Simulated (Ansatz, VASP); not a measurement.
## Two plane-wave programs on Mg3I4F2

```
CELL_PARAMETERS angstrom
6.86738 0.00000 0.00000
-3.43369 5.94733 0.00000
0.00000 0.00000 6.17192
ATOMIC_POSITIONS crystal
Mg 0.50000 0.00000 0.50000
Mg 0.00000 0.50000 0.50000
Mg 0.50000 0.50000 0.50000
I 0.33333 0.66667 0.00000
I 0.66667 0.33333 0.00000
I 0.00000 0.00000 0.75318
I 0.00000 0.00000 0.24682
F 0.33333 0.66667 0.50000
F 0.66667 0.33333 0.50000
```

Alike in both runs: functional PBE; k mesh 6 × 6 × 2; occupations gaussian, width 0.1 eV; no spin polarisation.

Ansatz relaxed the structure, and its values are those at the end. VASP's run is a single point on that final structure, the one shown.

```csv
,VASP,Ansatz
version,VASP 6.6.1,Ansatz 0.2.0
potentials or method,"VASP PAW PBE potentials, release 64 (Mg, I, F), cutoff 520 eV","scalar-relativistic, plane waves, PAW"
valence electrons in the cell,48,112
```

|  | VASP | Ansatz | Ansatz less VASP |
| --- | --- | --- | --- |
| gap on the k mesh at the Fermi level (eV) | none | none | - |
| pressure (GPa) | 0.1 | 0.2 | +0.13 |
| rms of the force components (eV/Å) | 0.002 | 0.004 | +0.0015 |

A gap of «none» marks a metal or a gap that the smearing closes. VASP's potentials hold 48 valence electrons a cell and Ansatz's 112, so a difference there can come from the potentials and not from the codes.

The k mesh is coarse, so the values compare programs but aren't converged. Spin-orbit coupling is off throughout.
